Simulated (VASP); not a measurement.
A run of VASP 6.6.1 is set up as follows.

File INCAR:

```
ALGO     = Normal         # electronic algorithm
EDIFF    = 1E-6           # SCF threshold, eV
ENCUT    = 520            # plane-wave cutoff, eV
GGA      = PE             # functional
ISIF     = 2              # what is computed and relaxed
ISMEAR   = 0              # smearing method
LASPH    = True           # aspherical terms in the spheres
LCHARG   = True           # write CHGCAR
LELF     = True           # ELF
LREAL    = False          # projectors in reciprocal space
LVHAR    = True         
LWAVE    = False          # write WAVECAR
NBANDS   = 35             # bands
NELM     = 100            # most SCF steps
PREC     = Accurate       # precision mode
SIGMA    = 0.05           # smearing width, eV
```

The input KPOINTS:

```
k-points
0
Gamma
  9 9 2
```

File POSCAR:

```
Te2Mo
1.0
   -1.7785332447     -3.0805099428      0.0000000000
    1.7785332447     -3.0805099428      0.0000000000
    0.0000000000      0.0000000000     15.9547171722
Te Mo
4 2
Direct
    0.6666666667      0.6666666667      0.1249318546
    0.3333333333      0.3333333333      0.6014278341
    0.6666666667      0.6666666667      0.3515641248
    0.3333333333      0.3333333333      0.8280601043
    0.6666666667      0.6666666667      0.7147439692
    0.3333333333      0.3333333333      0.2382479897
```

Potentials or basis: VASP PAW PBE potentials, release 64 (Te, Mo_sv).

Launch:

```sh
$ cat potpaw_PBE.64/Te/POTCAR potpaw_PBE.64/Mo_sv/POTCAR > POTCAR
$ mpirun -np 1 vasp_std > vasp.out
```

Task: Estimate the largest force.

Result: 0.012 eV/Å.

Task: What does it give for the pressure?

Result: 0.0 GPa.

Task: Predict the band gap on the k mesh.

Result: 1.04 eV, direct.

Stress tensor (GPa, compression positive):
```
-0.05  0.00  0.00
 0.00 -0.05  0.00
 0.00  0.00  0.03
```

Caveat: spin-orbit coupling is left out, which moves the levels of the heavy elements; this functional lacks dispersion, which binds the layers, so the pressure and a relaxed spacing across them are unreliable. Expect the measured gap to be larger: semilocal functionals such as PBE lack the derivative discontinuity.
